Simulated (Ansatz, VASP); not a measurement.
Two plane-wave programs on SiC

The input INCAR:

```
SYSTEM = SiC
PREC     = Accurate       ! precision mode
ENCUT    = 520            ! plane-wave cutoff, eV
EDIFF    = 1E-6           ! SCF threshold, eV
ISMEAR   = 0              ! smearing method
SIGMA    = 0.05           ! smearing width, eV
LREAL    = .False.        ! projectors in reciprocal space
LASPH    = .True.         ! aspherical terms in the spheres
NELM     = 60             ! most SCF steps
ALGO     = Normal         ! electronic algorithm
ISIF     = 2              ! what is computed and relaxed
LWAVE    = .False.        ! write WAVECAR
LCHARG   = .True.         ! write CHGCAR
GGA      = PS             ! functional
LELF     = .True.         ! ELF
LVHAR    = .True.       
NBANDS   = 11             ! bands
```

KPOINTS

```
Automatic mesh
0
Gamma
  12 12 12
  0 0 0
```

File POSCAR:

```
SiC
1.0
    0.0000000000      2.2173606842      2.2173606842
    2.2173606842      0.0000000000      2.2173606842
    2.3090115925      2.3090115925     -0.0916509083
Si C
1 1
Direct
    0.0000000000      0.0000000000      0.0000000000
    0.7500000000      0.7500000000      0.7500000000
```

Input for Ansatz:

```yaml
crystal:
  lattice:
    - [0.0, 2.2173606842, 2.2173606842]
    - [2.2173606842, 0.0, 2.2173606842]
    - [2.3090115925, 2.3090115925, -0.0916509083]
  atoms:
    - { symbol: Si, position: [0.0, 0.0, 0.0] }
    - { symbol: C, position: [0.75, 0.75, 0.75] }
basis:
  ecutwfc: 520.0
kpoints:
  mp_grid: { grid: [12, 12, 12] }
hamiltonian:
  xc: pbesol
  pseudopotentials: { kind: paw, azcp: { folder: soft_1 } }
scf:
  occupations: { method: gaussian, width: 0.05 }
output:
  forces: true
  stress: true
  eigenvalues: true
```

Alike in both runs: task single point; functional PBEsol; k mesh 12 × 12 × 12; occupations gaussian, width 0.05 eV; no spin polarisation.

|  | VASP | Ansatz |
| --- | --- | --- |
| version | VASP 6.6.1 | Ansatz 0.2.0 |
| potentials or method | VASP PAW PBE potentials, release 64 (Si, C), cutoff 520 eV | scalar-relativistic, plane waves, PAW |
| valence electrons in the cell | 8 | 8 |

VASP gave:

* gap on the k mesh at the Fermi level (eV): 1.17
* least direct gap on the mesh (eV): 3.99
* pressure (GPa): -19.0
* traceless stress, the component that is largest in VASP (GPa): -7.70
* rms of the force components (eV/Å): 0.048

Problem. Estimate Ansatz's values.

Solution. gap on the k mesh at the Fermi level (eV): 1.18; least direct gap on the mesh (eV): 4.00; pressure (GPa): -19.3; traceless stress, the component that is largest in VASP (GPa): -7.63; rms of the force components (eV/Å): 0.043.

VASP's potentials were made for PBE, not for PBEsol, and Ansatz warns of the same on its side. Atom by atom the forces differ by 0.005 eV/Å (rms over components).
